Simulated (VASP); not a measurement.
# V (P-1) in VASP: further runs

V is run at these levels: PBE; tasks: single point.

All numbers are computed with VASP 6.6.1; they aren't measurements. Logs are shortened: lines on timing, memory, paths and dates and some standing lists are left out, and cuts for length are marked.

### 1 The cell of the first run

The typed cell holds 1 atom: a = 2.764 Å, b = 2.587 Å, c = 2.694 Å, α = 57.81°, β = 58.52°, γ = 63.76°.

### 2 Single point, PBE, collinear spin, ferromagnetic start

The input, INCAR:

```
ALGO = Normal ; EDIFF = 1E-7
ENCUT = 520 ; GGA = PE
ISIF = 2 ; ISMEAR = -1
ISPIN = 2 ; LASPH = True
LCHARG = False ; LMAXMIX = 4
LORBIT = 11 ; LREAL = False
LWAVE = False ; MAGMOM = 1
NBANDS = 16 ; NELM = 150
NUPDOWN = 1.0 ; PREC = Accurate
SIGMA = 0.05
```

The input, KPOINTS:

```
k-points
0
Gamma
  10 10 10
```

The input, POSCAR:

```
V
1.0
   -0.0756486300      2.0481251500      1.8548618400
    1.9021292400      0.0263380700      1.7528751400
    1.8823854000      1.9263946100      0.0460819200
V
1
Direct
    0.0000000000      0.0000000000      0.0000000000
```

Potentials or basis: VASP PAW PBE potentials, release 64 (V_sv).

Run with:

```console
$ cat potpaw_PBE.64/V_sv/POTCAR > POTCAR
$ mpirun -np 1 vasp_std > vasp.out
```

OUTCAR:

```text
EDIFF = 1E-7
   ENCUT = 520
   GGA = PE
   ISIF = 2
   ISMEAR = -1
   ISPIN = 2
   LASPH = True
   LORBIT = 11
   LREAL = False
   NELM = 150
   NUPDOWN = 1.0
   PREC = Accurate

 ion  position               nearest neighbor table
   1  0.000  0.000  0.000-

  LATTYP: Found a triclinic cell.
 ALAT       =     7.4671740081
 B/A-ratio  =     1.0085986732
 C/A-ratio  =     0.8045037910
 COS(alpha) =     0.0139530322
 COS(beta)  =     0.5079664306
 COS(gamma) =     0.8674479337

  Lattice vectors:

 A1 = (  -1.8659682900,   1.7256498600,  -7.0213234200)
 A2 = (   1.9941949800,   1.6302573900,  -7.0772282000)
 A3 = (  -5.7622925100,   0.0690544000,  -1.6969703600)

Analysis of symmetry for initial positions (statically):
=====================================================================
 Subroutine PRICEL returns:
 Original cell was already a primitive cell.

 Routine SETGRP: Setting up the symmetry group for a
 triclinic supercell.

 Subroutine GETGRP returns: Found  2 space group operations
 (whereof  2 operations were pure point group operations)
 out of a pool of  2 trial point group operations.

The static configuration has the point symmetry S_2 .

Analysis of symmetry for dynamics (positions and initial velocities):
=====================================================================
 Subroutine PRICEL returns:
 Original cell was already a primitive cell.

 Routine SETGRP: Setting up the symmetry group for a
 triclinic supercell.

 Subroutine GETGRP returns: Found  2 space group operations
 (whereof  2 operations were pure point group operations)
 out of a pool of  2 trial point group operations.

The dynamic configuration has the point symmetry S_2 .

Analysis of structural, dynamic, and magnetic symmetry:
=====================================================================
 Subroutine PRICEL returns:
 Original cell was already a primitive cell.

 Routine SETGRP: Setting up the symmetry group for a
 triclinic supercell.

 Subroutine GETGRP returns: Found  2 space group operations
 (whereof  2 operations were pure point group operations)
 out of a pool of  2 trial point group operations.

The overall configuration has the point symmetry S_2 .

 Subroutine INISYM returns: Found  2 space group operations
 (whereof  2 operations are pure point group operations),
 and found     1 'primitive' translations

[... 106 lines left out ...]
   EFERMI =   0.00;   METHOD = LEGACY
   ISMEAR =    -1;   SIGMA  =   0.05  broadening in eV -4-tet -1-fermi 0-gaus
   EFERMI_NEDOS =   21; number of points for ismear=-14 and -15
   IALGO  =     38    algorithm
   IMIX   =      4    mixing-type and parameters
     AMIX     =   0.40;   BMIX     =  1.00
     AMIX_MAG =   1.60;   BMIX_MAG =  1.00
  volume/ion in A,a.u.               =      13.54        91.36
  Fermi-wavevector in a.u.,A,eV,Ry     =   1.615098  3.052093 35.491376  2.608543
  Thomas-Fermi vector in A             =   2.709901
   LORBIT       =     11    0 simple, 1 ext, 2 COOP (PROOUT), +10 PAW based schemes
   GGA     = PE    functional components
   LHFCALC =     F    Hartree Fock is set to
   AEXX    =    0.0000 exact exchange contribution
   IVDW    =     0    specifies the selected vdW correction
   LEPSILON=     F    determine dielectric tensor
   LRPA    =     F    only Hartree local field effects (RPA)
 spin polarized calculation
  energy-cutoff  :      520.00
  volume of cell :       13.54
 maximum number of plane-waves:       375
 NGX is ok and might be reduce to    24
   NGX = 11   NGY =  9   NGZ =  9

 number of electron      12.9999995 magnetization       0.9999999

 Free energy of the ion-electron system (eV)
  ---------------------------------------------------
  ext. energy  EPLUGINS =         0.00000000
  ---------------------------------------------------
  free energy    TOTEN  =        -8.67046570 eV

  energy without entropy =       -8.65845470  energy(sigma->0) =       -8.66446020

 E-fermi :   9.7578     XC(G=0): -12.8517

 val. band max:       10.3770065790   @ k =   0.2000   0.1000   0.3000
 cond. band min:       9.7579709519   @ k =  -0.4000   0.3000   0.5000
 fundamental gap:     -0.6190356271
 Fermi energy:        10.3795820470

 spin component 1

 k-point     1 :       0.0000    0.0000    0.0000
  band No.  band energies     occupation
      1     -54.3602      1.00000
      2     -27.7653      1.00000
      3     -27.6443      1.00000
      4     -27.5802      1.00000
      5       2.7966      1.00000
      6       9.0611      1.00000
[... 435 lines left out ...]
      5       6.7712      1.00000
      6       8.5554      1.00000
[... 8 lines left out ...]
     15      36.9909      0.00000
     16      39.5420      0.00000

 [... further k-points ...]

 spin component 2

 k-point     1 :       0.0000    0.0000    0.0000
  band No.  band energies     occupation
      1     -53.5994      1.00000
      2     -27.0165      1.00000
      3     -26.8802      1.00000
      4     -26.8315      1.00000
      5       3.4010      1.00000
      6      10.0020      0.00751
[... 435 lines left out ...]
      5       7.4142      1.00000
      6       9.2425      0.99997
[... 8 lines left out ...]
     15      37.5861      0.00000
     16      40.3495      0.00000

 [... further k-points ...]

------------------------ aborting loop because EDIFF is reached ----------------------------------------

  FORCE on cell =-STRESS in cart. coord.  units (eV):
  Direction    XX          YY          ZZ          XY          YZ          ZX
  --------------------------------------------------------------------------------------
  -------------------------------------------------------------------------------------
  Total        0.9494557      0.9892232      0.0688710      0.2076712     -0.2228571      0.1118355
  in kB      112.3606692    117.0668476      8.1503507     24.5762658    -26.3734043     13.2348634
  external PRESSURE =      79.1926225 kB  Pullay stress =       0.0000000 kB

 VOLUME and BASIS-vectors are now :
 -----------------------------------------------------------------------------
  energy-cutoff  :      520.00
  volume of cell :       13.54
      direct lattice vectors                 reciprocal lattice vectors
    -0.075648630  2.048125150  1.854861840    -0.249326908  0.237244140  0.266991892
     1.902129240  0.026338070  1.752875140     0.256956904 -0.258156192  0.295533939
     1.882385400  1.926394610  0.046081920     0.261568922  0.270398206 -0.287903942

 POSITION                                       TOTAL-FORCE (eV/Angst)
 -----------------------------------------------------------------------------------
      0.00000      0.00000      0.00000         0.000000      0.000000     -0.000000
 -----------------------------------------------------------------------------------
    total drift:                                0.000000      0.000000      0.000000

  FREE ENERGIE OF THE ION-ELECTRON SYSTEM (eV)
  ---------------------------------------------------
  free  energy   TOTEN  =        -8.6704657003 eV

  energy  without entropy=       -8.6584547047  energy(sigma->0) =       -8.66446020

 total charge

# of ion       s       p       d       tot
------------------------------------------
    1        2.348   6.227   3.083  11.658

 magnetization (x)

# of ion       s       p       d       tot
------------------------------------------
    1        0.013   0.062   0.767   0.843
```

stdout:

```text
POSCAR found type information on POSCAR V
 POSCAR found :  1 types and       1 ions
 scaLAPACK will be used
 LDA part: xc-table for (Slater+PW92), standard interpolation
 POSCAR, INCAR and KPOINTS ok, starting setup
 FFT: planning ... GRIDC
 FFT: planning ... GRID_SOFT
 FFT: planning ... GRID
 WAVECAR not read
 entering main loop
```

Wall time 2.1 min (1 thread of Intel Xeon Platinum 8488C (Sapphire Rapids), shared host); peak memory 0.27 GiB.

Results:

| Property | Result |
| --- | --- |
| Free energy | -8.6705 eV |
| Pressure | 7.9 GPa |
| Net moment | 1.00 μB per cell |
| Site moments | V +0.84 μB |
| Valence electrons inside the program's atomic spheres | V 11.66 |

Caveat: the stress differs along the axes, from 1 to 12 GPa; the total moment is fixed, so each spin has its own Fermi level and the state may be an excited one.

### 3 Single point, PBE, collinear spin, ferromagnetic start

The input, INCAR:

```
ALGO = Normal ; EDIFF = 1E-6
ENCUT = 520 ; GGA = PE
ISIF = 2 ; ISMEAR = -1
ISPIN = 2 ; LASPH = True
LCHARG = True ; LELF = True
LMAXMIX = 4 ; LORBIT = 11
LREAL = False ; LVHAR = True
LWAVE = False ; MAGMOM = 1.5
NBANDS = 16 ; NELM = 150
NUPDOWN = 1.5 ; PREC = Accurate
SIGMA = 0.05
```

KPOINTS is that of step 2.

POSCAR is that of step 2.

Potentials or basis: VASP PAW PBE potentials, release 64 (V_sv).

Run with:

```console
$ cat potpaw_PBE.64/V_sv/POTCAR > POTCAR
$ mpirun -np 1 vasp_std > vasp.out
```

OUTCAR:

```text
EDIFF = 1E-6
   ENCUT = 520
   GGA = PE
   ISIF = 2
   ISMEAR = -1
   ISPIN = 2
   LASPH = True
   LORBIT = 11
   LREAL = False
   NELM = 150
   NUPDOWN = 1.5
   PREC = Accurate

 ion  position               nearest neighbor table
   1  0.000  0.000  0.000-

  LATTYP: Found a triclinic cell.
 ALAT       =     7.4671740081
 B/A-ratio  =     1.0085986732
 C/A-ratio  =     0.8045037910
 COS(alpha) =     0.0139530322
 COS(beta)  =     0.5079664306
[... 1125 lines left out ...]
  --------------------------------------------------------------------------------------
  -------------------------------------------------------------------------------------
  Total        1.2054427      1.0478595      1.0351005      0.3162805     -0.5347449      0.2436395
  in kB      142.6547370    124.0059942    122.4960666     37.4293261    -63.2828873     28.8328343
  external PRESSURE =     129.7189326 kB  Pullay stress =       0.0000000 kB

 VOLUME and BASIS-vectors are now :
 -----------------------------------------------------------------------------
  energy-cutoff  :      520.00
  volume of cell :       13.54
      direct lattice vectors                 reciprocal lattice vectors
    -0.075648630  2.048125150  1.854861840    -0.249326908  0.237244140  0.266991892
     1.902129240  0.026338070  1.752875140     0.256956904 -0.258156192  0.295533939
     1.882385400  1.926394610  0.046081920     0.261568922  0.270398206 -0.287903942

 POSITION                                       TOTAL-FORCE (eV/Angst)
 -----------------------------------------------------------------------------------
      0.00000      0.00000      0.00000        -0.000000      0.000000      0.000000
 -----------------------------------------------------------------------------------
    total drift:                                0.000000      0.000000      0.000000

  FREE ENERGIE OF THE ION-ELECTRON SYSTEM (eV)
  ---------------------------------------------------
  free  energy   TOTEN  =        -8.4714306679 eV

  energy  without entropy=       -8.4594210599  energy(sigma->0) =       -8.46542586

 total charge

# of ion       s       p       d       tot
------------------------------------------
    1        2.348   6.222   3.103  11.673

 magnetization (x)

# of ion       s       p       d       tot
------------------------------------------
    1        0.017   0.084   1.173   1.274
```

OSZICAR:

```text
N       E                     dE             d eps       ncg     rms          rms(c)
DAV:   1     0.935774399026E+02    0.93577E+02   -0.64773E+03 32584   0.890E+02
DAV:   2    -0.794460136174E+01   -0.10152E+03   -0.97329E+02 35568   0.271E+02
DAV:   3    -0.946801475505E+01   -0.15234E+01   -0.15215E+01 36696   0.363E+01
DAV:   4    -0.947393541162E+01   -0.59207E-02   -0.59206E-02 38616   0.237E+00
DAV:   5    -0.947398715810E+01   -0.51746E-04   -0.51747E-04 37056   0.207E-01    0.169E+01
DAV:   6    -0.846192518128E+01    0.10121E+01   -0.14764E+00 33248   0.187E+01    0.292E+00
DAV:   7    -0.847138108492E+01   -0.94559E-02   -0.53049E-02 36928   0.320E+00    0.124E+00
DAV:   8    -0.847083757386E+01    0.54351E-03   -0.13730E-02 34016   0.134E+00    0.960E-01
DAV:   9    -0.847168088448E+01   -0.84331E-03   -0.89574E-04 38088   0.355E-01    0.304E-01
DAV:  10    -0.847141798505E+01    0.26290E-03   -0.31640E-04 37352   0.199E-01    0.323E-02
DAV:  11    -0.847142932740E+01   -0.11342E-04   -0.30391E-05 34968   0.625E-02    0.162E-02
DAV:  12    -0.847143132943E+01   -0.20020E-05   -0.34393E-06 35112   0.211E-02    0.460E-03
DAV:  13    -0.847143066792E+01    0.66151E-06   -0.40284E-07 20352   0.688E-03
   1 F= -.84714307E+01 E0= -.84654259E+01  d E =-.120096E-01  mag=     1.5000
```

stdout:

```text
POSCAR found type information on POSCAR V
 POSCAR found :  1 types and       1 ions
 scaLAPACK will be used
 LDA part: xc-table for (Slater+PW92), standard interpolation
 POSCAR, INCAR and KPOINTS ok, starting setup
 FFT: planning ... GRIDC
 FFT: planning ... GRID_SOFT
 FFT: planning ... GRID
 WAVECAR not read
 entering main loop
```

Wall time 1.7 min (1 thread of Intel Xeon Platinum 8488C (Sapphire Rapids), shared host); peak memory 0.27 GiB.

What came out:

```
Free energy                                           : -8.4714 eV
Pressure                                              : 13.0 GPa
Net moment                                            : 1.50 μB per cell
Site moments                                          : V +1.27 μB
Valence electrons inside the program's atomic spheres : V 11.67
```

Stress tensor (GPa, compression positive):
```
14.27  3.74  2.88
 3.74 12.40 -6.33
 2.88 -6.33 12.25
```

Caveat: the cell stands under pressure; the total moment is fixed, so each spin has its own Fermi level and the state may be an excited one.
